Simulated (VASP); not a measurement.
# Zn2CdTe3 (P6/mmm) in VASP: further runs

Runs on Zn2CdTe3. Level: PBE. Tasks: relaxation of cell and atoms, single point.

All numbers are computed with VASP 6.6.1; they aren't measurements. Logs are shortened: lines on timing, memory, paths and dates and some standing lists are left out, and cuts for length are marked.

## (1) The cell of the first run

The structure is hexagonal, space group P6/mmm (No. 191). Conventional cell: a = 5.108 Å, b = 5.108 Å, c = 8.512 Å, α = 90.00°, β = 90.00°, γ = 120.00°. Within 2.6 Å of Zn (site symmetry 6mm) lie 1 Zn at 2.00 Å. Cd (site symmetry 6/mmm) has 6 Te at 2.55 Å and 2 Zn at 3.26 Å within 3.4 Å. Within 3.4 Å of Te (site symmetry mmm) lie 4 Te at 2.55 Å and 2 Cd at 2.55 Å.

The cell was built from a structure type or drawn by symmetry, and may not be a known phase.

## (2) Relaxation of cell and atoms, PBE

INCAR reads:

```
SYSTEM = Zn2CdTe3
PREC     = Accurate       ! precision mode
ENCUT    = 600            ! plane-wave cutoff, eV
EDIFF    = 1E-6           ! SCF threshold, eV
ISMEAR   = 0              ! smearing method
SIGMA    = 0.1            ! smearing width, eV
LREAL    = .False.        ! projectors in reciprocal space
LASPH    = .True.         ! aspherical terms in the spheres
NELM     = 100            ! most SCF steps
ALGO     = Normal         ! electronic algorithm
ISIF     = 3              ! what is computed and relaxed
LWAVE    = .False.        ! write WAVECAR
LCHARG   = .False.        ! write CHGCAR
GGA      = PE             ! functional
IBRION   = 2              ! ionic algorithm
NSW      = 90             ! ionic steps
EDIFFG   = -0.04          ! ionic threshold
```

KPOINTS reads:

```
Automatic mesh
0
Gamma
  6 6 2
  0 0 0
```

POSCAR reads:

```
Zn2CdTe3
1.0
    5.1083128700      0.0000000000      0.0000000000
   -2.5541564300      4.4239287100      0.0000000000
    0.0000000000      0.0000000000      8.5122889500
Zn Cd Te
2 1 3
Direct
    0.0000000000      0.0000000000      0.6172495900
    0.0000000000      0.0000000000      0.3827504100
    0.0000000000      0.0000000000      0.0000000000
    0.5000000000      0.0000000000      0.0000000000
    0.0000000000      0.5000000000      0.0000000000
    0.5000000000      0.5000000000      0.0000000000
```

Potentials or basis: VASP PAW PBE potentials, release 64 (Zn, Cd, Te).

Started as:

```bash
$ cat potpaw_PBE.64/Zn/POTCAR potpaw_PBE.64/Cd/POTCAR potpaw_PBE.64/Te/POTCAR > POTCAR
$ mpirun -np 1 vasp_std > vasp.out
```

OUTCAR:

```text
SYSTEM = Zn2CdTe3
   PREC = Accurate
   ENCUT = 600
   EDIFF = 1E-6
   ISMEAR = 0
   LREAL = .False.
   LASPH = .True.
   NELM = 100
   ISIF = 3
   GGA = PE
   IBRION = 2
   NSW = 90
   EDIFFG = -0.04

 ion  position               nearest neighbor table
   1  0.000  0.000  0.617-   2 2.00   3 3.26
   2  0.000  0.000  0.383-   1 2.00   3 3.26
   3  0.000  0.000  0.000-   5 2.55   5 2.55   6 2.55   6 2.55   4 2.55   4 2.55   1 3.26   2 3.26

   4  0.500  0.000  0.000-   6 2.55   6 2.55   5 2.55   5 2.55   3 2.55   3 2.55
   5  0.000  0.500  0.000-   3 2.55   3 2.55   4 2.55   4 2.55   6 2.55   6 2.55
   6  0.500  0.500  0.000-   4 2.55   4 2.55   3 2.55   3 2.55   5 2.55   5 2.55

  LATTYP: Found a hexagonal cell.
 ALAT       =     5.1083128700
 C/A-ratio  =     1.6663601402

  Lattice vectors:

 A1 = (   5.1083128700,   0.0000000000,   0.0000000000)
 A2 = (  -2.5541564300,   4.4239287100,   0.0000000000)
 A3 = (   0.0000000000,   0.0000000000,   8.5122889500)

Analysis of symmetry for initial positions (statically):
=====================================================================
 Subroutine PRICEL returns:
 Original cell was already a primitive cell.

 Routine SETGRP: Setting up the symmetry group for a
 hexagonal supercell.

 Subroutine GETGRP returns: Found 24 space group operations
 (whereof 24 operations were pure point group operations)
 out of a pool of 24 trial point group operations.

The static configuration has the point symmetry D_6h.

Analysis of symmetry for dynamics (positions and initial velocities):
=====================================================================
 Subroutine PRICEL returns:
 Original cell was already a primitive cell.

 Routine SETGRP: Setting up the symmetry group for a
 hexagonal supercell.

 Subroutine GETGRP returns: Found 24 space group operations
 (whereof 24 operations were pure point group operations)
 out of a pool of 24 trial point group operations.

The dynamic configuration has the point symmetry D_6h.

 Subroutine INISYM returns: Found 24 space group operations
 (whereof 24 operations are pure point group operations),
 and found     1 'primitive' translations

----------------------------------------------------------------------------------------

                                     Primitive cell

  volume of cell :     192.3676

  direct lattice vectors                    reciprocal lattice vectors
     5.108312870  0.000000000  0.000000000     0.195759349  0.113021713  0.000000000
    -2.554156430  4.423928710  0.000000000     0.000000000  0.226043426  0.000000000
     0.000000000  0.000000000  8.512288950     0.000000000  0.000000000  0.117477215

  length of vectors
     5.108312870  5.108312862  8.512288950     0.226043425  0.226043426  0.117477215

  position of ions in fractional coordinates (direct lattice)
     0.000000000  0.000000000  0.617249590
     0.000000000  0.000000000  0.382750410
     0.000000000  0.000000000  0.000000000
     0.500000000  0.000000000  0.000000000
     1.000000000  0.500000000  0.000000000
     0.500000000  0.500000000  0.000000000

  ion indices of the primitive-cell ions
   primitive index   ion index
                 1           1
                 2           2
                 3           3
                 4           4
                 5           5
                 6           6

----------------------------------------------------------------------------------------

 KPOINTS: Automatic mesh

Automatic generation of k-mesh.
 Grid dimensions read from file:
 generate k-points for:    6    6    2

 Generating k-lattice:

  Cartesian coordinates                     Fractional coordinates (reciprocal lattice)
     0.032626558  0.018836952  0.000000000     0.166666667 -0.000000000  0.000000000
     0.000000000  0.037673904  0.000000000     0.000000000  0.166666667  0.000000000
     0.000000000  0.000000000  0.058738608     0.000000000  0.000000000  0.500000000

  Length of vectors
     0.037673904  0.037673904  0.058738608

  Shift w.r.t. Gamma in fractional coordinates (k-lattice)
     0.000000000  0.000000000  0.000000000

 Subroutine IBZKPT returns following result:
 ===========================================

 Found     14 irreducible k-points:

 Following reciprocal coordinates:
            Coordinates               Weight
  0.000000  0.000000  0.000000      1.000000
  0.166667 -0.000000  0.000000      6.000000
  0.333333  0.000000  0.000000      6.000000
  0.500000 -0.000000  0.000000      3.000000
  0.166667  0.166667  0.000000      6.000000
  0.333333  0.166667  0.000000     12.000000
  0.333333  0.333333  0.000000      2.000000
  0.000000  0.000000  0.500000      1.000000
  0.166667 -0.000000  0.500000      6.000000
  0.333333  0.000000  0.500000      6.000000
  0.500000 -0.000000  0.500000      3.000000
  0.166667  0.166667  0.500000      6.000000
  0.333333  0.166667  0.500000     12.000000
  0.333333  0.333333  0.500000      2.000000
   k-points           NKPTS =     14   k-points in BZ     NKDIM =     14   number of bands    NBANDS=     32
   number of dos      NEDOS =    301   number of ions     NIONS =      6
   total plane-waves  NPLWV = 123480
   dimension x,y,z NGX =    42 NGY =   42 NGZ =   70
   dimension x,y,z NGXF=    84 NGYF=   84 NGZF=  140
   ions per type =               2   1   3
   NGX,Y,Z   is equivalent  to a cutoff of  13.67, 13.67, 13.67 a.u.
   NGXF,Y,Z  is equivalent  to a cutoff of  27.34, 27.34, 27.34 a.u.
 SYSTEM =  Zn2CdTe3
   PREC   = accura    normal or accurate (medium, high low for compatibility)
   ISTART =      0    job   : 0-new  1-cont  2-samecut
   ICHARG =      2    charge: 1-file 2-atom 10-const
   ISPIN  =      1    spin polarized calculation?
   LNONCOLLINEAR =      F non collinear calculations
   LSORBIT =      F    spin-orbit coupling
   LASPH  =      T    aspherical Exc in radial PAW
   ENCUT  =  600.0 eV  44.10 Ry    6.64 a.u.  10.20 10.20 17.00*2*pi/ulx,y,z
   NELM   =    100;   NELMIN=  2; NELMDL= -5     # of ELM steps
   EDIFF  = 0.1E-05   stopping-criterion for ELM
   LREAL  =      F    real-space projection
   EDIFFG = -.4E-01   stopping-criterion for IOM
   NSW    =     90    number of steps for IOM
   IBRION =      2    ionic relax: 0-MD 1-quasi-New 2-CG
   NFREE  =      1    steps in history (QN), initial steepest desc. (CG)
   ISIF   =      3    stress and relaxation
   ISYM   =      2    0-nonsym 1-usesym 2-fastsym
   POTIM  = 0.5000    time-step for ionic-motion
   TEBEG  =    0.0;   TEEND  =   0.0 temperature during run
   PSTRESS=    0.0 pullay stress
   NELECT =      54.0000    total number of electrons
   NUPDOWN=      -1.0000    fix difference up-down
   EMIN   =  10.00;   EMAX   =-10.00  energy-range for DOS
   EFERMI =   0.00;   METHOD = LEGACY
   ISMEAR =     0;   SIGMA  =   0.10  broadening in eV -4-tet -1-fermi 0-gaus
   EFERMI_NEDOS =   21; number of points for ismear=-14 and -15
   IALGO  =     38    algorithm
   IMIX   =      4    mixing-type and parameters
     AMIX     =   0.40;   BMIX     =  1.00
     AMIX_MAG =   1.60;   BMIX_MAG =  1.00
  volume/ion in A,a.u.               =      32.06       216.36
  Fermi-wavevector in a.u.,A,eV,Ry     =   1.071919  2.025634 15.633244  1.149011
  Thomas-Fermi vector in A             =   2.207674
   LORBIT       =      0    0 simple, 1 ext, 2 COOP (PROOUT), +10 PAW based schemes
   GGA     = PE    functional components
   LHFCALC =     F    Hartree Fock is set to
   AEXX    =    0.0000 exact exchange contribution
   IVDW    =     0    specifies the selected vdW correction
   LEPSILON=     F    determine dielectric tensor
   LRPA    =     F    only Hartree local field effects (RPA)
 conjugate gradient relaxation of ions
 non-spin polarized calculation
 Gauss-broadening in eV      SIGMA  =   0.10
  energy-cutoff  :      600.00
  volume of cell :      192.37
 maximum number of plane-waves:      6456
 NGX is ok and might be reduce to    42
   NGX = 21   NGY = 21   NGZ = 35

--------------------------------------- Ionic step        1  -------------------------------------------

 number of electron      54.0000028 magnetization

 Free energy of the ion-electron system (eV)
  ---------------------------------------------------
  ext. energy  EPLUGINS =         0.00000000
  ---------------------------------------------------
  free energy    TOTEN  =         2.80565005 eV

  energy without entropy =        2.82401173  energy(sigma->0) =        2.81483089

------------------------ aborting loop because EDIFF is reached ----------------------------------------

  FORCE on cell =-STRESS in cart. coord.  units (eV):
  Direction    XX          YY          ZZ          XY          YZ          ZX
  --------------------------------------------------------------------------------------
  -------------------------------------------------------------------------------------
  Total       65.8191623     65.8191622     10.7091791      0.0000001      0.0000000     -0.0000000
  in kB      548.1898213    548.1898198     89.1938272      0.0000006      0.0000000     -0.0000000
  external PRESSURE =     395.1911561 kB  Pullay stress =       0.0000000 kB
[... 25 lines left out ...]
  energy  without entropy=        2.8240117336  energy(sigma->0) =        2.81483089

--------------------------------------- Ionic step        2  -------------------------------------------

 number of electron      53.9999908 magnetization

 E-fermi :  -2.0450     XC(G=0):  -5.0327

 val. band max:       -2.0489762645   @ k =   0.3333   0.1667   0.0000
 cond. band min:      -2.0214910936   @ k =   0.3333   0.3333   0.0000
 fundamental gap:      0.0274851709
 Fermi energy:        -2.0449893635

 k-point     1 :       0.0000    0.0000    0.0000
  band No.  band energies     occupation
      1     -12.1080      2.00000
      2     -11.3928      2.00000
      3     -11.3928      2.00000
      4     -10.2023      2.00000
      5     -10.1376      2.00000
      6     -10.1376      2.00000
[... 552 lines left out ...]
  FREE ENERGIE OF THE ION-ELECTRON SYSTEM (eV)
  ---------------------------------------------------
  free  energy   TOTEN  =        -9.4653322710 eV

  energy  without entropy=       -9.4324182819  energy(sigma->0) =       -9.44887528

[... ionic steps 4 to 9 ...]

--------------------------------------- Ionic step       10  -------------------------------------------

 number of electron      54.0000043 magnetization

------------------------ aborting loop because EDIFF is reached ----------------------------------------

  FORCE on cell =-STRESS in cart. coord.  units (eV):
  Direction    XX          YY          ZZ          XY          YZ          ZX
  --------------------------------------------------------------------------------------
  -------------------------------------------------------------------------------------
  Total       -0.0732815     -0.0732815     -0.7414007     -0.0000000      0.0000000      0.0000000
  in kB       -0.4177063     -0.4177063     -4.2260040     -0.0000000      0.0000000      0.0000000
  external PRESSURE =      -1.6871388 kB  Pullay stress =       0.0000000 kB
[... 65 lines left out ...]
  energy  without entropy=      -10.0433335493  energy(sigma->0) =      -10.06185936

--------------------------------------- Ionic step       12  -------------------------------------------

 number of electron      54.0000042 magnetization

 Free energy of the ion-electron system (eV)
  ---------------------------------------------------
  ext. energy  EPLUGINS =         0.00000000
  ---------------------------------------------------
  free energy    TOTEN  =       -10.08923845 eV

  energy without entropy =      -10.05182043  energy(sigma->0) =      -10.07052944

 E-fermi :   0.5955     XC(G=0):  -6.7972

 val. band max:        0.5943757530   @ k =   0.3333   0.1667   0.0000
 cond. band min:       0.6074690587   @ k =   0.3333   0.1667   0.0000
 fundamental gap:      0.0130933057
 Fermi energy:         0.5955335597

 k-point     1 :       0.0000    0.0000    0.0000
  band No.  band energies     occupation
      1     -11.6221      2.00000
      2      -9.1772      2.00000
      3      -9.1772      2.00000
      4      -8.2874      2.00000
      5      -7.9217      2.00000
      6      -7.9217      2.00000
[... 512 lines left out ...]
  FREE ENERGIE OF THE ION-ELECTRON SYSTEM (eV)
  ---------------------------------------------------
  free  energy   TOTEN  =       -10.0892384511 eV

  energy  without entropy=      -10.0518204293  energy(sigma->0) =      -10.07052944

 reached required accuracy - stopping structural energy minimisation
```

Run time: 11 min. Hardware: 1 thread of Intel Xeon 6975P-C (Granite Rapids), shared host; peak memory 0.44 GiB.

Results:

```
Free energy                           : -10.0892 eV
Relaxed volume                        : 45.95 Å³/atom
Relaxed cell                          : a = 6.417 Å, b = 6.417 Å, c = 7.730 Å, α = 90.00°, β = 90.00°, γ = 120.00°
Space group after relaxing (to 0.1 Å) : P6/mmm (No. 191)
Energy gained by relaxing             : 2149.1 meV/atom
Ionic steps                           : 12
Pressure after relaxing               : 0.0 GPa
Largest force after relaxing          : 0.006 eV/Å
Band gap on the k mesh                : zero (bands 27 and 28 overlap by 1.70 eV)
```

Forces on the atoms (eV/Å):
```
Zn   0.000  0.000  0.006
Zn   0.000  0.000 -0.006
Cd   0.000  0.000  0.000
Te   0.000  0.000  0.000
Te   0.000  0.000  0.000
Te   0.000  0.000  0.000
```

Step by step:
```tsv
step	energy change (eV)	largest force (eV/Å)	pressure (GPa)	volume (Å³)
1	0.0000	6.2949	39.52	192.37
2	-9.3045	0.2162	-2.99	488.59
3	-12.2710	1.3047	-0.68	315.41
4	-12.2694	1.3480	-0.49	312.61
5	-12.4475	0.9570	-0.48	305.67
6	-12.7695	0.0144	0.06	285.21
7	-12.7840	0.3744	0.48	278.22
8	-12.7869	0.2209	0.30	280.78
9	-12.8478	0.6009	-0.25	281.08
10	-12.8537	0.4945	-0.17	281.08
11	-12.8860	0.2670	-0.10	278.15
12	-12.8949	0.0058	-0.01	275.68
```

Final structure:
```
Zn Cd Te
1.0
     6.41731    0.00000    0.00000
    -3.20866    5.55756    0.00000
     0.00000    0.00000    7.72986
Zn Cd Te
2 1 3
Direct
  0.00000 0.00000 0.66135
  0.00000 0.00000 0.33865
  0.00000 0.00000 0.00000
  0.50000 0.00000 0.00000
  0.00000 0.50000 0.00000
  0.50000 0.50000 0.00000
```

Caveat: the k points lie up to 0.41 Å⁻¹ apart in the final cell, too coarse for converged energies and pressures of a metal; the volume moved by over 15 % at a fixed basis, so the end points are rough; spin-orbit coupling is left out, which moves the levels of the heavy elements.

## (3) Single point, PBE

This run uses another cell than the first one, of 46.00 Å³/atom.

INCAR reads:

```
PREC = Accurate
ENCUT = 520
EDIFF = 1E-7
ISMEAR = 0
SIGMA = 0.1
LREAL = F
LASPH = T
NELM = 100
ALGO = Normal
ISIF = 2
LWAVE = F
LCHARG = F
GGA = PE
NBANDS = 36
```

KPOINTS reads:

```
Automatic mesh
0
Gamma
  6 6 6
```

POSCAR reads:

```
Zn2CdTe3
1.0
    6.4130959615      0.0000000000      0.0000000000
   -3.2065479807      5.5539040196      0.0000000000
    0.0000000000      0.0000000000      7.7488492619
Zn Cd Te
2 1 3
Direct
    0.0000000000      0.0000000000      0.6612552098
    0.0000000000      0.0000000000      0.3387447902
    0.0000000000      0.0000000000      0.0000000000
    0.5000000000      0.0000000000      0.0000000000
    0.0000000000      0.5000000000      0.0000000000
    0.5000000000      0.5000000000      0.0000000000
```

Potentials or basis: VASP PAW PBE potentials, release 64 (Zn, Cd, Te).

Started as:

```bash
$ cat potpaw_PBE.64/Zn/POTCAR potpaw_PBE.64/Cd/POTCAR potpaw_PBE.64/Te/POTCAR > POTCAR
$ mpirun -np 1 vasp_std > vasp.out
```

It took 2.5 min on 1 thread of Intel Xeon 6975P-C (Granite Rapids), shared host; peak memory 0.54 GiB.

Results (log left out):

| Item | Value |
| --- | --- |
| Free energy | -10.0490 eV |
| Pressure | 0.0 GPa |
| Largest force | 0.003 eV/Å |
| Band gap on the k mesh | zero (bands 27 and 28 overlap by 1.75 eV) |

Forces in eV/Å, atoms in the order of the input:
```
Zn   0.000  0.000 -0.003
Zn   0.000  0.000  0.003
Cd   0.000  0.000  0.000
Te   0.000  0.000  0.000
Te   0.000  0.000  0.000
Te   0.000  0.000  0.000
```

Stress tensor (GPa, compression positive):
```
0.00 0.00 0.00
0.00 0.00 0.00
0.00 0.00 0.12
```

Levels at points of the mesh, in eV from the Fermi level:
```tsv
k point	band 24	band 25	band 26	band 27	band 28	band 29	band 30	band 31
(0.00, 0.00, 0.00)	-1.88	-0.77	-0.23	-0.23	1.75	2.46	2.46	3.12
(0.50, 0.00, 0.00)	-2.02	-1.22	-1.03	-0.64	-0.35	1.02	1.45	2.50
(0.00, 0.00, 0.50)	-2.22	-0.24	-0.24	1.38	1.59	1.75	2.26	2.26
(0.50, 0.00, 0.50)	-1.28	-1.22	-1.03	-0.42	-0.14	1.08	2.44	2.62
```

Caveat: spin-orbit coupling is left out, which moves the levels of the heavy elements.
